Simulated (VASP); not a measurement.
# Sb in VASP: a series of runs

The runs below take Sb through single point, relaxation of the atoms, with PBE+D3(BJ).

Program: VASP 6.6.1. These are calculated values, not measurements. Logs are shortened: lines on timing, memory, paths and dates and some standing lists are left out, and cuts for length are marked.

### 1 The cell of the first run

The cell holds a slab with vacuum, 4 atoms: a = 4.069 Å, b = 4.069 Å, c = 20.800 Å, α = 90.00°, β = 90.00°, γ = 120.00°.

### 2 Single point, PBE+D3(BJ) (layers slid over each other, then relaxed in part)

File INCAR:

```
SYSTEM = Sb
  PREC = Accurate
  ENCUT = 400
  EDIFF = 1E-6
  ISMEAR = 0
  SIGMA = 0.05
  LREAL = .FALSE.
  LASPH = .TRUE.
  NELM = 120
  ALGO = Normal
  ISIF = 2
  LWAVE = .FALSE.
  LCHARG = .FALSE.
  LDIPOL = .TRUE.
  IDIPOL = 3
  DIPOL = 0.5 0.5 0.385
  GGA = PE
  IVDW = 12
  NBANDS = 38
  GGA_COMPAT = .FALSE.
  NELMDL = -8
```

File KPOINTS:

```
Automatic mesh
0
G
  9 9 1
  0 0 0
```

File POSCAR:

```
Sb
1.0
    4.0686848921      0.0000000000      0.0000000000
   -2.0343424461      3.5235844766      0.0000000000
    0.0000000000      0.0000000000     20.8000277116
Sb
4
Direct
    0.3333333333      0.6666666667      0.2957507377
    0.6666666667      0.3333333333      0.2163458656
    0.0000000000      1.2222222222      0.5546444312
    0.3333333333      0.8888888889      0.4752439226
```

Potentials or basis: VASP PAW PBE potentials, release 64 (Sb_d_GW).

Run with:

```bash
$ cat potpaw_PBE.64/Sb_d_GW/POTCAR > POTCAR
$ mpirun -np 1 vasp_std > vasp.out
```

OUTCAR:

```text
SYSTEM = Sb
   PREC = Accurate
   ENCUT = 400
   EDIFF = 1E-6
   ISMEAR = 0
   LREAL = .FALSE.
   LASPH = .TRUE.
   NELM = 120
   ISIF = 2
   GGA = PE
   IVDW = 12
   NELMDL = -8
 IVDW          = 12

 ion  position               nearest neighbor table
   1  0.333  0.667  0.296-   2 2.87   2 2.87   2 2.87
   2  0.667  0.333  0.216-   1 2.87   1 2.87   1 2.87
   3  0.000  0.222  0.555-   4 2.87   4 2.87   4 2.87
   4  0.333  0.889  0.475-   3 2.87   3 2.87   3 2.87

  LATTYP: Found a hexagonal cell.
 ALAT       =     4.0686848921
 C/A-ratio  =     5.1122237930

  Lattice vectors:

 A1 = (   4.0686848921,   0.0000000000,   0.0000000000)
 A2 = (  -2.0343424461,   3.5235844766,   0.0000000000)
 A3 = (   0.0000000000,   0.0000000000,  20.8000277116)

Analysis of symmetry for initial positions (statically):
=====================================================================
 Subroutine PRICEL returns:
 Original cell was already a primitive cell.

 Routine SETGRP: Setting up the symmetry group for a
 hexagonal supercell.

 Subroutine GETGRP returns: Found  2 space group operations
 (whereof  1 operations were pure point group operations)
 out of a pool of 24 trial point group operations.

The static configuration has the point symmetry C_1 .
 The point group associated with its full space group is S_2 .

Analysis of symmetry for dynamics (positions and initial velocities):
=====================================================================
 Subroutine PRICEL returns:
 Original cell was already a primitive cell.

 Routine SETGRP: Setting up the symmetry group for a
 hexagonal supercell.

 Subroutine GETGRP returns: Found  2 space group operations
 (whereof  1 operations were pure point group operations)
 out of a pool of 24 trial point group operations.

The dynamic configuration has the point symmetry C_1 .
 The point group associated with its full space group is S_2 .

 Subroutine INISYM returns: Found  2 space group operations
 (whereof  1 operations are pure point group operations),
 and found     1 'primitive' translations

----------------------------------------------------------------------------------------

                                     Primitive cell

  volume of cell :     298.1966

  direct lattice vectors                    reciprocal lattice vectors
     4.068684892  0.000000000  0.000000000     0.245779663  0.141900954  0.000000000
    -2.034342446  3.523584477  0.000000000     0.000000000  0.283801909  0.000000000
     0.000000000  0.000000000 20.800027712     0.000000000  0.000000000  0.048076859

  length of vectors
     4.068684892  4.068684892 20.800027712     0.283801909  0.283801909  0.048076859

  position of ions in fractional coordinates (direct lattice)
     0.333333333  0.666666667  0.295750738
     0.666666667  0.333333333  0.216345866
     0.000000000  0.222222222  0.554644431
     0.333333333  0.888888889  0.475243923

  ion indices of the primitive-cell ions
   primitive index   ion index
                 1           1
                 2           2
                 3           3
                 4           4

----------------------------------------------------------------------------------------

 KPOINTS: Automatic mesh

Automatic generation of k-mesh.
 Grid dimensions read from file:
 generate k-points for:    9    9    1

 Generating k-lattice:

  Cartesian coordinates                     Fractional coordinates (reciprocal lattice)
     0.027308851  0.015766773  0.000000000     0.111111111 -0.000000000  0.000000000
     0.000000000  0.031533545  0.000000000     0.000000000  0.111111111  0.000000000
     0.000000000  0.000000000  0.048076859     0.000000000  0.000000000  1.000000000

  Length of vectors
     0.031533545  0.031533545  0.048076859

  Shift w.r.t. Gamma in fractional coordinates (k-lattice)
     0.000000000  0.000000000  0.000000000

 Subroutine IBZKPT returns following result:
 ===========================================

 Found     41 irreducible k-points:

 Following reciprocal coordinates:
            Coordinates               Weight
  0.000000  0.000000  0.000000      1.000000
  0.111111 -0.000000  0.000000      2.000000
  0.000000  0.111111  0.000000      2.000000
 -0.111111  0.111111  0.000000      2.000000
  0.222222 -0.000000  0.000000      2.000000
  0.000000  0.222222  0.000000      2.000000
[... 16 lines left out ...]
  0.333333  0.111111  0.000000      2.000000
 -0.111111  0.444444  0.000000      2.000000
 [... further k-points ...]
   k-points           NKPTS =     41   k-points in BZ     NKDIM =     41   number of bands    NBANDS=     38
   number of dos      NEDOS =    301   number of ions     NIONS =      4
   total plane-waves  NPLWV = 109760
   dimension x,y,z NGX =    28 NGY =   28 NGZ =  140
   dimension x,y,z NGXF=    56 NGYF=   56 NGZF=  280
   ions per type =               4
   NGX,Y,Z   is equivalent  to a cutoff of  11.44, 11.44, 11.19 a.u.
   NGXF,Y,Z  is equivalent  to a cutoff of  22.88, 22.88, 22.38 a.u.
 SYSTEM =  Sb
   PREC   = accura    normal or accurate (medium, high low for compatibility)
   ISTART =      0    job   : 0-new  1-cont  2-samecut
   ICHARG =      2    charge: 1-file 2-atom 10-const
   ISPIN  =      1    spin polarized calculation?
   LNONCOLLINEAR =      F non collinear calculations
   LSORBIT =      F    spin-orbit coupling
   LASPH  =      T    aspherical Exc in radial PAW
   ENCUT  =  400.0 eV  29.40 Ry    5.42 a.u.   6.63  6.63 33.92*2*pi/ulx,y,z
   NELM   =    120;   NELMIN=  2; NELMDL= -8     # of ELM steps
   EDIFF  = 0.1E-05   stopping-criterion for ELM
   LREAL  =      F    real-space projection
   EDIFFG = 0.1E-04   stopping-criterion for IOM
   NSW    =      0    number of steps for IOM
   IBRION =     -1    ionic relax: 0-MD 1-quasi-New 2-CG
   NFREE  =      0    steps in history (QN), initial steepest desc. (CG)
   ISIF   =      2    stress and relaxation
   ISYM   =      2    0-nonsym 1-usesym 2-fastsym
   POTIM  = 0.5000    time-step for ionic-motion
   TEBEG  =    0.0;   TEEND  =   0.0 temperature during run
   PSTRESS=    0.0 pullay stress
   NELECT =      60.0000    total number of electrons
   NUPDOWN=      -1.0000    fix difference up-down
   EMIN   =  10.00;   EMAX   =-10.00  energy-range for DOS
   EFERMI =   0.00;   METHOD = LEGACY
   ISMEAR =     0;   SIGMA  =   0.05  broadening in eV -4-tet -1-fermi 0-gaus
   EFERMI_NEDOS =   21; number of points for ismear=-14 and -15
   IALGO  =     38    algorithm
   IMIX   =      4    mixing-type and parameters
     AMIX     =   0.40;   BMIX     =  1.00
     AMIX_MAG =   1.60;   BMIX_MAG =  1.00
  volume/ion in A,a.u.               =      74.55       503.08
  Fermi-wavevector in a.u.,A,eV,Ry     =   0.959307  1.812828 12.521037  0.920270
  Thomas-Fermi vector in A             =   2.088492
   LORBIT       =      0    0 simple, 1 ext, 2 COOP (PROOUT), +10 PAW based schemes
   GGA     = PE    functional components
   LHFCALC =     F    Hartree Fock is set to
   AEXX    =    0.0000 exact exchange contribution
   IVDW    =    12    specifies the selected vdW correction
   LEPSILON=     F    determine dielectric tensor
   LRPA    =     F    only Hartree local field effects (RPA)
 non-spin polarized calculation
 Gauss-broadening in eV      SIGMA  =   0.05
  energy-cutoff  :      400.00
  volume of cell :      298.20
 maximum number of plane-waves:      5503
   NGX = 13   NGY = 13   NGZ = 67

 dipolmoment           0.000000      0.000000      0.000169 electrons x Angstroem

 number of electron      59.9999991 magnetization

 dipolmoment           0.000000      0.000000     -0.000634 electrons x Angstroem

 Free energy of the ion-electron system (eV)
  ---------------------------------------------------
  ext. energy  EPLUGINS =         0.00000000
  ---------------------------------------------------
  free energy    TOTEN  =       -16.25968912 eV

  energy without entropy =      -16.25968912  energy(sigma->0) =      -16.25968912

 E-fermi :  -0.5553     XC(G=0):  -4.8891

 val. band max:       -0.8437746151   @ k =   0.0000   0.0000   0.0000
 cond. band min:      -0.0074942816   @ k =   0.3333  -0.0000   0.0000
 fundamental gap:      0.8362803335
 Fermi energy:        -0.5553473783

 k-point     1 :       0.0000    0.0000    0.0000
  band No.  band energies     occupation
      1     -29.5439      2.00000
      2     -29.5433      2.00000
      3     -29.5381      2.00000
      4     -29.5376      2.00000
      5     -29.4662      2.00000
      6     -29.4657      2.00000
[... 30 lines left out ...]
     37       3.3039      0.00000
     38       3.6338      0.00000

 k-point     2 :       0.1111   -0.0000    0.0000
  band No.  band energies     occupation
      1     -29.5425      2.00000
      2     -29.5371      2.00000
      3     -29.5367      2.00000
      4     -29.5313      2.00000
      5     -29.4651      2.00000
      6     -29.4619      2.00000
[... 30 lines left out ...]
     37       3.4828      0.00000
     38       3.7883      0.00000

 k-point     3 :       0.0000    0.1111    0.0000
  band No.  band energies     occupation
      1     -29.5426      2.00000
      2     -29.5371      2.00000
      3     -29.5368      2.00000
      4     -29.5313      2.00000
      5     -29.4654      2.00000
      6     -29.4616      2.00000
[... 30 lines left out ...]
     37       3.4833      0.00000
     38       3.7874      0.00000

 k-point     4 :      -0.1111    0.1111    0.0000
  band No.  band energies     occupation
      1     -29.5430      2.00000
      2     -29.5372      2.00000
      3     -29.5367      2.00000
      4     -29.5309      2.00000
      5     -29.4651      2.00000
      6     -29.4619      2.00000
[... 30 lines left out ...]
     37       3.4792      0.00000
     38       3.7929      0.00000
[... 703 lines left out ...]
      4     -29.4955      2.00000
      5     -29.4599      2.00000
      6     -29.4542      2.00000
[... 30 lines left out ...]
     37       4.2379      0.00000
     38       4.4405      0.00000

 k-point    23 :       0.3333    0.1111    0.0000
  band No.  band energies     occupation
      1     -29.5358      2.00000
      2     -29.5300      2.00000
      3     -29.4775      2.00000
      4     -29.4718      2.00000
      5     -29.4524      2.00000
      6     -29.4467      2.00000
[... 30 lines left out ...]
     37       4.4042      0.00000
     38       4.8814      0.00000

 k-point    24 :      -0.1111    0.4444    0.0000
  band No.  band energies     occupation
      1     -29.5360      2.00000
      2     -29.5302      2.00000
      3     -29.4772      2.00000
      4     -29.4715      2.00000
      5     -29.4527      2.00000
      6     -29.4471      2.00000
[... 30 lines left out ...]
     37       4.4385      0.00000
     38       4.8857      0.00000

 [... further k-points ...]

------------------------ aborting loop because EDIFF is reached ----------------------------------------

 vacuum level on the upper side and lower side of the slab       (xc-potential included)        -0.145        -0.134

 Edisp (eV)   -1.17736

 E8    (eV) :    -0.5641

  FORCE on cell =-STRESS in cart. coord.  units (eV):
  Direction    XX          YY          ZZ          XY          YZ          ZX
  --------------------------------------------------------------------------------------
  -------------------------------------------------------------------------------------
  Total      -0.10457    -0.26922    -0.27001    -0.09260     0.30659    -0.14680
  in kB      -0.56182    -1.44647    -1.45071    -0.49755     1.64730    -0.78876
  external pressure =       -1.15 kB  Pullay stress =        0.00 kB

 VOLUME and BASIS-vectors are now :
 -----------------------------------------------------------------------------
  energy-cutoff  :      400.00
  volume of cell :      298.20
      direct lattice vectors                 reciprocal lattice vectors
     4.068684892  0.000000000  0.000000000     0.245779663  0.141900954  0.000000000
    -2.034342446  3.523584477  0.000000000     0.000000000  0.283801909  0.000000000
     0.000000000  0.000000000 20.800027712     0.000000000  0.000000000  0.048076859

 POSITION                                       TOTAL-FORCE (eV/Angst)
 -----------------------------------------------------------------------------------
     -0.00000      2.34906      6.15162         0.014525     -0.033724     -0.006933
      2.03434      1.17453      4.50000         0.012693     -0.026078      0.004254
     -0.45208      0.78302     11.53662        -0.012693      0.026078     -0.004254
     -0.45208      3.13208      9.88509        -0.014525      0.033724      0.006933
 -----------------------------------------------------------------------------------
    total drift:                               -0.000076      0.000421     -0.083688

  FREE ENERGIE OF THE ION-ELECTRON SYSTEM (eV)
  ---------------------------------------------------
  free  energy   TOTEN  =       -17.4370500119 eV

  energy  without entropy=      -17.4370500119  energy(sigma->0) =      -17.43705001

 vacuum level on the upper side and lower side of the slab         3.704         3.716
```

It took 5.1 min on 1 thread of Intel Xeon 6975P-C (Granite Rapids), shared host; peak memory 0.48 GiB.

Results:

| Property | Result |
| --- | --- |
| Free energy | -17.4371 eV |
| Largest force | 0.037 eV/Å |
| Band gap on the k mesh | 0.84 eV (least direct gap 1.33 eV) |
| Dispersion energy per atom | -0.294 eV |

Forces in eV/Å, atoms in the order of the input:
```
Sb   0.015 -0.034 -0.007
Sb   0.013 -0.026  0.004
Sb  -0.013  0.026 -0.004
Sb  -0.015  0.034  0.007
```

Levels at points of the mesh, in eV from the valence-band top:
```csv
k point,band 28,band 29,band 30,band 31,band 32,band 33
"(0.00, 0.00, 0.00)",-0.03,-0.02,0.00,1.51,2.04,2.67
```

Caveat: the cell differs from its parent crystal (layers slid over each other, then relaxed in part); spin-orbit coupling is left out, which moves the levels of the heavy elements.

### 3 Relaxation of the atoms, PBE+D3(BJ) (layers slid over each other)

File INCAR:

```
PREC = Accurate
ENCUT = 520
EDIFF = 1E-6
ISMEAR = 0
SIGMA = 0.05
LREAL = False
LASPH = True
NELM = 100
ALGO = Normal
ISIF = 2
LWAVE = False
LCHARG = False
LDIPOL = True
IDIPOL = 3
DIPOL = 0.5 0.5 0.370
GGA = PE
IVDW = 12
IBRION = 2
NSW = 40
EDIFFG = -0.003
KPAR = 2
```

File KPOINTS:

```
regular mesh
0
Gamma
  9 9 1
```

File POSCAR:

```
Sb
1.0
    4.0686848921      0.0000000000      0.0000000000
   -2.0343424461      3.5235844766      0.0000000000
    0.0000000000      0.0000000000     20.8000277116
Sb
4
Selective dynamics
Direct
    0.3333333333      0.6666666667      0.2956483879  F F T
    0.6666666667      0.3333333333      0.2163458656  F F F
    0.4444444444      1.1111111111      0.5237689668  F F T
    0.7777777778      0.7777777778      0.4444640659  F F T
```

Potentials or basis: VASP PAW PBE potentials, release 64 (Sb).

Run with:

```bash
$ cat potpaw_PBE.64/Sb/POTCAR > POTCAR
$ mpirun -np 2 vasp_std > vasp.out
```

OUTCAR:

```text
PREC = Accurate
   ENCUT = 520
   EDIFF = 1E-6
   ISMEAR = 0
   LREAL = False
   LASPH = True
   NELM = 100
   ISIF = 2
   GGA = PE
   IVDW = 12
   IBRION = 2
   NSW = 40
   EDIFFG = -0.003
 IVDW          = 12

 ion  position               nearest neighbor table
   1  0.333  0.667  0.296-   2 2.87   2 2.87   2 2.87   4 3.50
   2  0.667  0.333  0.216-   1 2.87   1 2.87   1 2.87
   3  0.444  0.111  0.524-   4 2.87   4 2.87   4 2.87
   4  0.778  0.778  0.444-   3 2.87   3 2.87   3 2.87   1 3.50

  LATTYP: Found a hexagonal cell.
 ALAT       =     4.0686848921
 C/A-ratio  =     5.1122237930

  Lattice vectors:

 A1 = (   4.0686848921,   0.0000000000,   0.0000000000)
 A2 = (  -2.0343424461,   3.5235844766,   0.0000000000)
 A3 = (   0.0000000000,   0.0000000000,  20.8000277116)

Analysis of symmetry for initial positions (statically):
=====================================================================
 Subroutine PRICEL returns:
 Original cell was already a primitive cell.

 Routine SETGRP: Setting up the symmetry group for a
 hexagonal supercell.

 Subroutine GETGRP returns: Found  2 space group operations
 (whereof  1 operations were pure point group operations)
 out of a pool of 24 trial point group operations.

The static configuration has the point symmetry C_1 .
 The point group associated with its full space group is S_2 .

Analysis of symmetry for dynamics (positions and initial velocities):
=====================================================================
 Subroutine PRICEL returns:
[... 402 lines left out ...]

 E-fermi :   0.4605     XC(G=0):  -4.6674

 val. band max:        0.2656315756   @ k =   0.1111  -0.0000   0.0000
 cond. band min:       0.6540940183   @ k =   0.0000   0.3333   0.0000
 fundamental gap:      0.3884624427
 Fermi energy:         0.4605300529

 k-point     1 :       0.0000    0.0000    0.0000
  band No.  band energies     occupation
      1     -11.7315      2.00000
      2     -11.5220      2.00000
      3      -7.1486      2.00000
      4      -6.1468      2.00000
      5      -1.6671      2.00000
      6      -0.2201      2.00000
      7      -0.1820      2.00000
      8      -0.0785      2.00000
      9      -0.0764      2.00000
     10       0.1099      2.00000
     11       1.4005      0.00000
     12       2.2178      0.00000
     13       2.4588      0.00000
     14       2.6299      0.00000
[... 377 lines left out ...]
      1     -10.1236      2.00000
      2      -9.9156      2.00000
      3      -7.7435      2.00000
      4      -7.3780      2.00000
      5      -3.6696      2.00000
      6      -3.0800      2.00000
      7      -2.3976      2.00000
      8      -2.1103      2.00000
      9      -1.7905      2.00000
     10      -0.6970      2.00000
     11       1.1446      0.00000
     12       2.0934      0.00000
     13       2.2924      0.00000
     14       2.9018      0.00000

 [... further k-points ...]

------------------------ aborting loop because EDIFF is reached ----------------------------------------

 vacuum level on the upper side and lower side of the slab       (xc-potential included)        -0.206        -0.187

 Edisp (eV)   -1.26785

 E8    (eV) :    -0.6102

  FORCE on cell =-STRESS in cart. coord.  units (eV):
  Direction    XX          YY          ZZ          XY          YZ          ZX
  --------------------------------------------------------------------------------------
  -------------------------------------------------------------------------------------
  Total       0.85966     0.27496    -0.02584     0.30323     0.17046     0.63180
  in kB       4.61886     1.47731    -0.13883     1.62925     0.91588     3.39461
  external pressure =        1.99 kB  Pullay stress =        0.00 kB
[... 19 lines left out ...]
  FREE ENERGIE OF THE ION-ELECTRON SYSTEM (eV)
  ---------------------------------------------------
  free  energy   TOTEN  =       -17.4204282602 eV

  energy  without entropy=      -17.4204282598  energy(sigma->0) =      -17.42042826

 reached required accuracy - stopping structural energy minimisation

 vacuum level on the upper side and lower side of the slab         4.438         4.430
```

Wall time 17 min (2 MPI ranks of Intel Xeon Platinum 8259CL at 2.50GHz (Skylake/Cascade Lake), shared host); peak memory 0.47 GiB.

Results:

```
Free energy                : -17.4204 eV
Energy gained by relaxing  : 0.3 meV/atom
Ionic steps                : 13
Dispersion energy per atom : -0.317 eV
```

Step by step:
| step | energy change (eV) | largest force on free atoms (eV/Å) | pressure (GPa) |
| --- | --- | --- | --- |
| 1 | 0.0000 | 0.0652 | 0.32 |
| 2 | -0.0002 | 0.0232 | 0.28 |
| 3 | -0.0002 | 0.0239 | 0.27 |
| 4 | -0.0002 | 0.0218 | 0.27 |
| 5 | -0.0003 | 0.0180 | 0.27 |
| 6 | -0.0003 | 0.0153 | 0.26 |
| 7 | -0.0003 | 0.0154 | 0.26 |
| 8 | -0.0004 | 0.0159 | 0.25 |
| 9 | -0.0006 | 0.0160 | 0.25 |
| 10 | -0.0009 | 0.0166 | 0.23 |
| 11 | -0.0011 | 0.0176 | 0.21 |
| 12 | -0.0001 | 0.1291 | 0.13 |
| 13 | -0.0011 | 0.0014 | 0.20 |

Final structure:
```yaml
crystal:
  lattice:
    - [4.06868, 0.00000, 0.00000]
    - [-2.03434, 3.52358, 0.00000]
    - [0.00000, 0.00000, 20.80003]
  atoms:
    - { symbol: Sb, position: [0.33333, 0.66667, 0.29600] }
    - { symbol: Sb, position: [0.66667, 0.33333, 0.21635] }
    - { symbol: Sb, position: [0.44444, 0.11111, 0.52722] }
    - { symbol: Sb, position: [0.77778, 0.77778, 0.44758] }
```

Levels at points of the mesh, in eV from the Fermi level:
```tsv
k point	band 7	band 8	band 9	band 10	band 11	band 12	band 13	band 14
(0.00, 0.00, 0.00)	-0.64	-0.54	-0.54	-0.35	0.94	1.76	2.00	2.17
```

Caveat: the cell differs from its parent crystal (layers slid over each other); spin-orbit coupling is left out, which moves the levels of the heavy elements.
